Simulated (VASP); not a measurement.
# AlFe (Pm-3m) in VASP: a series of runs

AlFe is run at these levels: PBE, r2SCAN; tasks: single point.

All numbers are computed with VASP 6.6.1; they aren't measurements. Logs are shortened: lines on timing, memory, paths and dates and some standing lists are left out, and cuts for length are marked.

### 1 The cell of the first run

It takes space group Pm-3m (No. 221, cubic). Conventional cell: a = 2.910 Å, b = 2.910 Å, c = 2.910 Å, α = 90.00°, β = 90.00°, γ = 90.00°. Within 3.3 Å of Al (site symmetry m-3m) lie 8 Fe at 2.52 Å and 6 Al at 2.91 Å. Fe (site symmetry m-3m) has 8 Al at 2.52 Å and 6 Fe at 2.91 Å within 3.3 Å.

### 2 Single point, PBE, collinear spin, ferromagnetic start

The input, INCAR:

```
ALGO = Normal ; EDIFF = 1E-7
ENCUT = 520 ; GGA = PE
ISIF = 2 ; ISMEAR = -1
ISPIN = 2 ; LASPH = T
LCHARG = F ; LMAXMIX = 4
LORBIT = 11 ; LREAL = F
LWAVE = F ; MAGMOM = 0 0 4 4
NBANDS = 23 ; NELM = 150
PREC = Accurate ; SIGMA = 0.05
```

The input, KPOINTS:

```
k-points
0
Gamma
  5 10 10
```

The input, POSCAR:

```
AlFe
1.0
    5.8200000000      0.0000000000      0.0000000000
    0.0000000000      2.9100000000      0.0000000000
    0.0000000000      0.0000000000      2.9100000000
Al Fe
2 2
Direct
    0.0000000000      0.0000000000      0.0000000000
    0.5000000000      0.0000000000      0.0000000000
    0.2500000000      0.5000000000      0.5000000000
    0.7500000000      0.5000000000      0.5000000000
```

Potentials or basis: VASP PAW PBE potentials, release 64 (Al, Fe).

On the command line:

```bash
cat potpaw_PBE.64/Al/POTCAR potpaw_PBE.64/Fe/POTCAR > POTCAR
mpirun -np 1 vasp_std > vasp.out
```

OUTCAR:

```text
EDIFF = 1E-7
   ENCUT = 520
   GGA = PE
   ISIF = 2
   ISMEAR = -1
   ISPIN = 2
   LASPH = T
   LORBIT = 11
   LREAL = F
   NELM = 150
   PREC = Accurate

 ion  position               nearest neighbor table
   1  0.000  0.000  0.000-   3 2.52   4 2.52   3 2.52   4 2.52   3 2.52   4 2.52   3 2.52   4 2.52
                             2 2.91   2 2.91
   2  0.500  0.000  0.000-   3 2.52   4 2.52   3 2.52   4 2.52   3 2.52   4 2.52   3 2.52   4 2.52
                             1 2.91   1 2.91
   3  0.250  0.500  0.500-   1 2.52   2 2.52   1 2.52   2 2.52   1 2.52   2 2.52   1 2.52   2 2.52
                             4 2.91   4 2.91
   4  0.750  0.500  0.500-   1 2.52   2 2.52   1 2.52   2 2.52   1 2.52   2 2.52   1 2.52   2 2.52
                             3 2.91   3 2.91

  LATTYP: Found a simple tetragonal cell.
 ALAT       =     2.9100000000
 C/A-ratio  =     2.0000000000

  Lattice vectors:

 A1 = (   0.0000000000,   2.9100000000,   0.0000000000)
 A2 = (   0.0000000000,   0.0000000000,   2.9100000000)
 A3 = (   5.8200000000,   0.0000000000,   0.0000000000)

Analysis of symmetry for initial positions (statically):
=====================================================================
 Subroutine PRICEL returns following result:

  LATTYP: Found a simple cubic cell.
 ALAT       =     2.9100000000
[... 12 lines left out ...]
 Subroutine GETGRP returns: Found 16 space group operations
 (whereof 16 operations were pure point group operations)
 out of a pool of 16 trial point group operations.

The static configuration has the point symmetry D_4h.

Analysis of symmetry for dynamics (positions and initial velocities):
=====================================================================
 Subroutine PRICEL returns following result:

  LATTYP: Found a simple cubic cell.
 ALAT       =     2.9100000000
[... 12 lines left out ...]
 Subroutine GETGRP returns: Found 16 space group operations
 (whereof 16 operations were pure point group operations)
 out of a pool of 16 trial point group operations.

The dynamic configuration has the point symmetry D_4h.

Analysis of structural, dynamic, and magnetic symmetry:
=====================================================================
 Subroutine PRICEL returns following result:

  LATTYP: Found a simple cubic cell.
 ALAT       =     2.9100000000
[... 12 lines left out ...]
 Subroutine GETGRP returns: Found 16 space group operations
 (whereof 16 operations were pure point group operations)
 out of a pool of 16 trial point group operations.

The overall configuration has the point symmetry D_4h.

 Subroutine INISYM returns: Found 16 space group operations
 (whereof 16 operations are pure point group operations),
 and found     2 'primitive' translations

----------------------------------------------------------------------------------------

                                     Primitive cell

  volume of cell :      24.6422

  direct lattice vectors                    reciprocal lattice vectors
     2.910000000  0.000000000  0.000000000     0.343642612  0.000000000  0.000000000
     0.000000000  2.910000000  0.000000000     0.000000000  0.343642612  0.000000000
     0.000000000  0.000000000  2.910000000     0.000000000  0.000000000  0.343642612

  length of vectors
     2.910000000  2.910000000  2.910000000     0.343642612  0.343642612  0.343642612

  position of ions in fractional coordinates (direct lattice)
     0.000000000  0.000000000  0.000000000
     0.500000000  0.500000000  0.500000000

  ion indices of the primitive-cell ions
   primitive index   ion index
                 1           1
                 2           3

----------------------------------------------------------------------------------------

 KPOINTS: k-points

Automatic generation of k-mesh.
 Grid dimensions read from file:
 generate k-points for:    5   10   10

 Generating k-lattice:

  Cartesian coordinates                     Fractional coordinates (reciprocal lattice)
     0.034364261  0.000000000  0.000000000     0.200000000  0.000000000  0.000000000
[... 47 lines left out ...]
  Fermi-wavevector in a.u.,A,eV,Ry     =   1.251160  2.364349 21.298567  1.565401
  Thomas-Fermi vector in A             =   2.385120
   LORBIT       =     11    0 simple, 1 ext, 2 COOP (PROOUT), +10 PAW based schemes
   GGA     = PE    functional components
   LHFCALC =     F    Hartree Fock is set to
   AEXX    =    0.0000 exact exchange contribution
   IVDW    =     0    specifies the selected vdW correction
   LEPSILON=     F    determine dielectric tensor
   LRPA    =     F    only Hartree local field effects (RPA)
 spin polarized calculation
  energy-cutoff  :      520.00
  volume of cell :       49.28
 maximum number of plane-waves:      1373
 NGX is ok and might be reduce to    48
   NGX = 21   NGY = 11   NGZ = 11

 number of electron      21.9999988 magnetization       1.5241502

 Free energy of the ion-electron system (eV)
  ---------------------------------------------------
  ext. energy  EPLUGINS =         0.00000000
  ---------------------------------------------------
  free energy    TOTEN  =       -25.28456394 eV

  energy without entropy =      -25.24750219  energy(sigma->0) =      -25.26603306

 E-fermi :   7.6871     XC(G=0): -11.9712

 val. band max:        7.6744904190   @ k =   0.4000   0.4000   0.2000
 cond. band min:       7.6884236133   @ k =   0.0000   0.2000   0.2000
 fundamental gap:      0.0139331943
 Fermi energy:         7.6871329824

 spin component 1

 k-point     1 :       0.0000    0.0000    0.0000
  band No.  band energies     occupation
      1      -2.5594      1.00000
      2       1.5137      1.00000
      3       1.7599      1.00000
      4       5.2163      1.00000
      5       5.2163      1.00000
      6       5.7983      1.00000
[... 613 lines left out ...]
     22      21.6570      0.00000
     23      21.8220      0.00000

 [... further k-points ...]

 spin component 2

 k-point     1 :       0.0000    0.0000    0.0000
  band No.  band energies     occupation
      1      -2.5600      1.00000
      2       1.4702      1.00000
      3       1.8433      1.00000
      4       5.6636      1.00000
      5       5.6636      1.00000
      6       6.3216      1.00000
[... 613 lines left out ...]
     22      21.7512      0.00000
     23      21.9032      0.00000

 [... further k-points ...]
[... 5 lines left out ...]
  --------------------------------------------------------------------------------------
  -------------------------------------------------------------------------------------
  Total       -1.7915010     -1.7915089     -1.7915089      0.0000000      0.0000000      0.0000000
  in kB      -58.2396396    -58.2398962    -58.2398962      0.0000000      0.0000000      0.0000000
  external PRESSURE =     -58.2398107 kB  Pullay stress =       0.0000000 kB

 VOLUME and BASIS-vectors are now :
 -----------------------------------------------------------------------------
  energy-cutoff  :      520.00
  volume of cell :       49.28
      direct lattice vectors                 reciprocal lattice vectors
     5.820000000  0.000000000  0.000000000     0.171821306  0.000000000  0.000000000
     0.000000000  2.910000000  0.000000000     0.000000000  0.343642612  0.000000000
     0.000000000  0.000000000  2.910000000     0.000000000  0.000000000  0.343642612

 POSITION                                       TOTAL-FORCE (eV/Angst)
 -----------------------------------------------------------------------------------
      0.00000      0.00000      0.00000        -0.000000      0.000000      0.000000
      2.91000      0.00000      0.00000        -0.000000      0.000000      0.000000
      1.45500      1.45500      1.45500         0.000000     -0.000000     -0.000000
      4.36500      1.45500      1.45500         0.000000     -0.000000     -0.000000
 -----------------------------------------------------------------------------------
    total drift:                                0.000000      0.000000     -0.000000

  FREE ENERGIE OF THE ION-ELECTRON SYSTEM (eV)
  ---------------------------------------------------
  free  energy   TOTEN  =       -25.2845639365 eV

  energy  without entropy=      -25.2475021923  energy(sigma->0) =      -25.26603306

 total charge

# of ion       s       p       d       tot
------------------------------------------
    1        0.395   0.420   0.000   0.816
    2        0.395   0.420   0.000   0.816
    3        0.417   0.474   6.452   7.343
    4        0.417   0.474   6.452   7.343
--------------------------------------------------
tot          1.624   1.789  12.903  16.316

 magnetization (x)

# of ion       s       p       d       tot
------------------------------------------
    1       -0.009  -0.019   0.000  -0.027
    2       -0.009  -0.019   0.000  -0.027
    3        0.000   0.008   0.804   0.812
    4        0.000   0.008   0.804   0.812
--------------------------------------------------
tot         -0.017  -0.022   1.608   1.569
```

Wall time 4.5 min (1 thread of Oxide Virtual Turin-like, shared host); peak memory 0.22 GiB.

Results:

```
Free energy                                           : -25.2846 eV
Pressure                                              : -5.8 GPa
Net moment                                            : 1.52 μB per cell
Site moments                                          : Al -0.03; Fe +0.81 μB
Valence electrons inside the program's atomic spheres : Al 0.82; Fe 7.34
```

Levels at points of the mesh, in eV from the Fermi level:
Spin up:
| k point | band 10 | band 11 | band 12 | band 13 | band 14 | band 15 |
| --- | --- | --- | --- | --- | --- | --- |
| (0.00, 0.00, 0.00) | -0.47 | -0.47 | -0.35 | 0.72 | 6.10 | 6.10 |
| (0.00, 0.50, 0.00) | -1.13 | -1.13 | -0.35 | 0.30 | 0.72 | 3.00 |
| (0.00, 0.50, 0.50) | 0.30 | 0.34 | 0.34 | 2.87 | 2.87 | 2.87 |
Spin down:
```
           k point  band 6  band 7  band 8  band 9  band 10  band 11  band 12  band 13  band 14  band 15
(0.00, 0.00, 0.00)   -1.37   -0.59   -0.59    0.42     0.42     0.42     0.55     1.33     6.12     6.12
(0.00, 0.50, 0.00)   -2.14   -1.37   -0.59   -0.59    -0.33    -0.33     0.55     0.95     1.33     3.40
(0.00, 0.50, 0.50)   -2.14   -2.14   -0.33   -0.33     0.95     0.99     0.99     2.94     2.94     2.94
```

Caveat: the cell stands under tension.

### 3 Single point, PBE, collinear spin, antiferromagnetic start

The input, INCAR:

```
SYSTEM = AlFe
PREC     = Accurate       ! precision mode
ENCUT    = 520            ! plane-wave cutoff, eV
EDIFF    = 1E-6           ! SCF threshold, eV
ISMEAR   = -1             ! smearing method
SIGMA    = 0.05           ! smearing width, eV
LREAL    = .False.        ! projectors in reciprocal space
LASPH    = .True.         ! aspherical terms in the spheres
NELM     = 150            ! most SCF steps
ALGO     = Normal         ! electronic algorithm
ISIF     = 2              ! what is computed and relaxed
LWAVE    = .False.        ! write WAVECAR
LCHARG   = .False.        ! write CHGCAR
ISPIN    = 2              ! spin polarisation
MAGMOM   = 0 0 4 -4       ! initial moments
LORBIT   = 11             ! projections on sites
LMAXMIX  = 4              ! l up to which the mixer works
GGA      = PE             ! functional
NBANDS   = 23             ! bands
```

The input, KPOINTS:

```
Automatic mesh
0
Gamma
  5 10 10
  0 0 0
```

POSCAR is that of step 2.

Potentials or basis: VASP PAW PBE potentials, release 64 (Al, Fe).

On the command line:

```bash
cat potpaw_PBE.64/Al/POTCAR potpaw_PBE.64/Fe/POTCAR > POTCAR
mpirun -np 1 vasp_std > vasp.out
```

Wall time 5.1 min (1 thread of Oxide Virtual Turin-like, shared host); peak memory 0.23 GiB.

The run converged. Its results:

```
Free energy                                           : -25.2382 eV
Pressure                                              : -5.9 GPa
Band gap on the k mesh                                : zero (filled and empty bands overlap)
Net moment                                            : 0.00 μB per cell
Site moments                                          : Al +0.00; Fe +0.71, -0.71 μB
Valence electrons inside the program's atomic spheres : Al 0.82; Fe 7.34
```

Stress tensor (GPa, compression positive):
```
-4.92  0.00  0.00
 0.00 -6.39  0.00
 0.00  0.00 -6.39
```

Levels at points of the mesh, in eV from the Fermi level:
Spin up:
```csv
k point,band 7,band 8,band 9,band 10,band 11,band 12,band 13,band 14,band 15,band 16
"(0.00, 0.00, 0.00)",-1.06,-1.06,-0.30,0.12,0.12,0.47,1.07,6.14,6.14,6.14
"(0.00, 0.50, 0.00)",-1.58,-1.16,-0.95,-0.84,-0.45,0.26,0.55,1.18,3.25,4.03
"(0.00, 0.50, 0.50)",-2.09,-0.68,-0.68,0.40,0.69,0.99,2.93,2.95,2.95,3.24
```
Spin down:
```
           k point  band 9  band 10  band 11  band 12  band 13  band 14
(0.00, 0.00, 0.00)   -0.30     0.12     0.12     0.47     1.07     6.14
(0.00, 0.50, 0.00)   -0.95    -0.84    -0.45     0.26     0.55     1.18
(0.00, 0.50, 0.50)   -0.68     0.40     0.69     0.99     2.93     2.95
```

Caveat: the cell stands under tension; the antiferromagnetic order is the one typed at the start, and another may lie lower.

### 4 Single point, r2SCAN, collinear spin, ferromagnetic start

POSCAR is that of step 3.

The input, INCAR.step1:

```
SYSTEM = AlFe
ALGO = Normal ; EDIFF = 1E-4
ENCUT = 520 ; GGA = PE
ISMEAR = -1 ; ISPIN = 2
LASPH = .True. ; LCHARG = .False.
LMAXMIX = 4 ; LREAL = .False.
LWAVE = .True. ; MAGMOM = 0 0 4 4
NBANDS = 23 ; NELM = 150
PREC = Accurate ; SIGMA = 0.05
```

The input, INCAR.step2:

```
SYSTEM = AlFe
ALGO = Normal ; EDIFF = 1E-6
ENCUT = 520 ; ISIF = 2
ISMEAR = -1 ; ISPIN = 2
ISTART = 1 ; LASPH = .True.
LCHARG = .False. ; LMAXMIX = 4
LMIXTAU = .True. ; LORBIT = 11
LREAL = .False. ; LWAVE = .False.
MAGMOM = 0 0 4 4 ; METAGGA = R2SCAN
NBANDS = 23 ; NELM = 150
PREC = Accurate ; SIGMA = 0.05
```

The input, KPOINTS:

```
k-points
0
Gamma
  5 10 10
  0 0 0
```

On the command line:

```bash
cat potpaw_PBE.64/Al/POTCAR potpaw_PBE.64/Fe/POTCAR > POTCAR
cp INCAR.step1 INCAR
mpirun -np 1 vasp_std > vasp.out
cp INCAR.step2 INCAR
mpirun -np 1 vasp_std > vasp.out
```

Run time: 11 min. Hardware: 1 thread of Oxide Virtual Turin-like, shared host; peak memory 0.24 GiB.

The run converged. Its results:

```
Free energy                                           : -42.6529 eV
Pressure                                              : -10.4 GPa
Net moment                                            : 1.70 μB per cell
Site moments                                          : Al -0.04; Fe +0.96 μB
Valence electrons inside the program's atomic spheres : Al 0.82; Fe 7.35
```

Levels at points of the mesh, in eV from the Fermi level:
Spin up:
```csv
k point,band 8,band 9,band 10,band 11,band 12,band 13,band 14,band 15,band 16,band 17
"(0.00, 0.00, 0.00)",-1.84,-0.97,-0.97,-0.97,-0.85,0.61,6.39,6.39,6.39,8.90
"(0.00, 0.50, 0.00)",-1.84,-1.84,-1.63,-1.63,-0.85,0.17,0.61,2.99,3.66,8.90
"(0.00, 0.50, 0.50)",-1.63,-1.63,0.17,0.21,0.21,2.80,2.80,2.80,2.99,3.66
```
Spin down:
```
           k point  band 7  band 8  band 9  band 10  band 11  band 12  band 13  band 14
(0.00, 0.00, 0.00)   -0.59   -0.59    0.49     0.49     0.49     0.62     1.49     6.37
(0.00, 0.50, 0.00)   -1.36   -0.59   -0.59    -0.31    -0.31     0.62     1.11     1.49
(0.00, 0.50, 0.50)   -2.28   -0.31   -0.31     1.11     1.16     1.16     2.84     2.84
```

Caveat: the cell stands under tension; the PAW data sets were made with another functional, which shifts forces and pressure a little.

### 5 Single point, r2SCAN, collinear spin, antiferromagnetic start

POSCAR is that of step 4.

The input, INCAR.step1:

```
SYSTEM = AlFe
PREC = Accurate
ENCUT = 520
ISMEAR = -1
SIGMA = 0.05
LREAL = .False.
LASPH = .True.
NELM = 150
ISPIN = 2
MAGMOM = 0 0 4 -4
LMAXMIX = 4
NBANDS = 23
GGA = PE
ALGO = Normal
EDIFF = 1E-4
LWAVE = .True.
LCHARG = .False.
```

The input, INCAR.step2:

```
SYSTEM = AlFe
PREC = Accurate
ENCUT = 520
EDIFF = 1E-7
ISMEAR = -1
SIGMA = 0.05
LREAL = .False.
LASPH = .True.
NELM = 150
ALGO = Normal
ISIF = 2
LWAVE = .False.
LCHARG = .False.
ISPIN = 2
MAGMOM = 0 0 4 -4
LORBIT = 11
LMAXMIX = 4
METAGGA = R2SCAN
LMIXTAU = .True.
NBANDS = 23
ISTART = 1
```

The input, KPOINTS:

```
regular mesh
0
Gamma
  5 10 10
  0 0 0
```

On the command line:

```bash
cat potpaw_PBE.64/Al/POTCAR potpaw_PBE.64/Fe/POTCAR > POTCAR
cp INCAR.step1 INCAR
mpirun -np 1 vasp_std > vasp.out
cp INCAR.step2 INCAR
mpirun -np 1 vasp_std > vasp.out
```

Wall time 31 min (1 thread of Oxide Virtual Turin-like, shared host); peak memory 0.25 GiB.

Results (log left out):

| Item | Value |
| --- | --- |
| Free energy | -42.4750 eV |
| Pressure | -11.7 GPa |
| Band gap on the k mesh | zero (filled and empty bands overlap) |
| Net moment | 0.00 μB per cell |
| Site moments | Al +0.00; Fe -0.04, +0.04 μB |
| Valence electrons inside the program's atomic spheres | Al 0.82; Fe 7.36 |

Stress tensor (GPa, compression positive):
```
-11.53   0.00   0.00
  0.00 -11.85   0.00
  0.00   0.00 -11.85
```

Levels at points of the mesh, in eV from the Fermi level:
Spin up:
```
           k point  band 8  band 9  band 10  band 11  band 12  band 13  band 14  band 15
(0.00, 0.00, 0.00)   -0.93   -0.06     0.10     0.10     0.35     1.43     6.69     6.69
(0.00, 0.50, 0.00)   -0.99   -0.90    -0.70    -0.55     0.23     1.03     1.43     3.62
(0.00, 0.50, 0.50)   -0.66   -0.66     0.91     1.06     1.20     3.13     3.14     3.14
```
Spin down:
| k point | band 9 | band 10 | band 11 | band 12 | band 13 | band 14 |
| --- | --- | --- | --- | --- | --- | --- |
| (0.00, 0.00, 0.00) | -0.06 | 0.10 | 0.10 | 0.35 | 1.43 | 6.69 |
| (0.00, 0.50, 0.00) | -0.90 | -0.70 | -0.55 | 0.23 | 1.03 | 1.43 |
| (0.00, 0.50, 0.50) | -0.66 | 0.91 | 1.06 | 1.20 | 3.13 | 3.14 |

Caveat: the cell stands under tension; the moments typed at the start vanished in this run; the PAW data sets were made with another functional, which shifts forces and pressure a little.

### 6 Summary

```tsv
level	spin	gap on the mesh (eV)	pressure (GPa)	moment (μB)
PBE	collinear, ferromagnetic start	none	-5.8	1.52
PBE	collinear, antiferromagnetic start	none	-5.9	0.00
r2SCAN	collinear, ferromagnetic start	none	-10.4	1.70
```

Alike in all rows: task single point; potentials or basis VASP PAW PBE potentials, release 64 (Al, Fe); cell as given; k mesh 5 × 10 × 10; cutoff (eV) 520; smearing fermi-dirac 0.05 eV.

The pressure there spans -10.4 GPa (r2SCAN) to -5.8 GPa (PBE); a positive pressure means that this level wants a larger cell, a negative one a smaller.

Caveats: the cell stands under tension; the antiferromagnetic order is the one typed at the start, and another may lie lower (at least some runs); the PAW data sets were made with another functional, which shifts forces and pressure a little (at least some runs).

Absolute energies hang on the potentials; compare differences alone.

The gap in the log of VASP goes by the Fermi energy; the results here count the filled bands.